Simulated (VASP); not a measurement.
## Tl: single point with revPBE

Crystal: Tl.

```
Tl
1.0
    -2.02210    2.02210    2.02210
     2.02210   -2.02210    2.02210
     2.02210    2.02210   -2.02210
Tl
1
Direct
  0.00000 0.00000 0.00000
```

- Program: VASP 6.6.1
- Task: single point
- Functional: revPBE
- Potentials or basis: VASP PAW PBE potentials, release 64 (Tl_d)
- Cutoff: 520 eV
- k mesh: 12 × 12 × 12
- Occupations: fermi-dirac, width 0.1 eV
- Spin: no spin polarisation

```json
{"Pressure": "-0.1 GPa"}
```

Levels at points of the mesh, in eV from the Fermi level:
```tsv
k point	band 2	band 3	band 4	band 5	band 6	band 7	band 8	band 9	band 10	band 11
(0.00, 0.00, 0.00)	-11.55	-11.55	-11.25	-11.25	-9.12	9.39	9.39	9.39	11.96	11.96
(0.50, 0.00, 0.00)	-11.62	-11.27	-11.25	-11.06	-5.09	-2.18	5.25	6.67	9.02	10.35
(0.50, 0.50, 0.50)	-11.67	-11.10	-11.10	-11.10	-2.36	1.46	1.46	1.46	6.06	6.06
```

It took 21 s on 1 thread of Intel(R) Xeon(R) Platinum 8375C CPU @ 2.90GHz (Ice Lake), on a shared host, peak memory 0.17 GiB.

Caveat: the PAW data sets were made with another functional, which shifts forces and pressure a little; spin-orbit coupling is left out, which moves the levels of the heavy elements.
